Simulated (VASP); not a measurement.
Set up this calculation in VASP 6.6.1, as the native input.

```yaml
Task: single point
Functional: PBE
Potentials_or_basis: VASP PAW PBE potentials, release 64 (Sb)
Cutoff: 520 eV
k_mesh: 14 × 14 × 14
Occupations: fermi-dirac, width 0.0612256 eV
Spin: no spin polarisation
Dipole_correction: no
Further_INCAR_settings: ALGO = Normal; EDIFF = 1e-06; NBANDS = 12
```

The structure of Sb lies in POSCAR:

```
Sb
1.0
    0.0000000000      3.4500824621      3.4500824621
    3.4500824621      0.0000000000      3.4500824621
    3.4500824621      3.4500824621      0.0000000000
Sb
2
Direct
    0.0000000000      0.0000000000      0.0000000000
    0.2500000000      0.2500000000      0.2500000000
```

One way to write it, as run:

INCAR

```
PREC = Accurate ; ENCUT = 520
EDIFF = 1E-6 ; ISMEAR = -1
SIGMA = 0.06122561905347299 ; LREAL = False
LASPH = True ; NELM = 100
ALGO = Normal ; ISIF = 2
LWAVE = False ; LCHARG = False
GGA = PE ; NBANDS = 12
```

KPOINTS

```
regular mesh
0
Gamma
  14 14 14
```

Potentials or basis: VASP PAW PBE potentials, release 64 (Sb).

Run with:

```bash
$ cat potpaw_PBE.64/Sb/POTCAR > POTCAR
$ mpirun -np 1 vasp_std > vasp.out
```

Results of the run:

The pressure is 1.3 GPa. The band gap on the k mesh is zero (band 5 reaches 4.95 eV, above the bottom of band 6 at 3.73 eV).

Caveat: spin-orbit coupling is left out, which moves the levels of the heavy elements.

Run time: 30 s on 1 thread of Intel(R) Xeon(R) 6975P-C (Granite Rapids), on a shared host, peak memory 0.25 GiB.
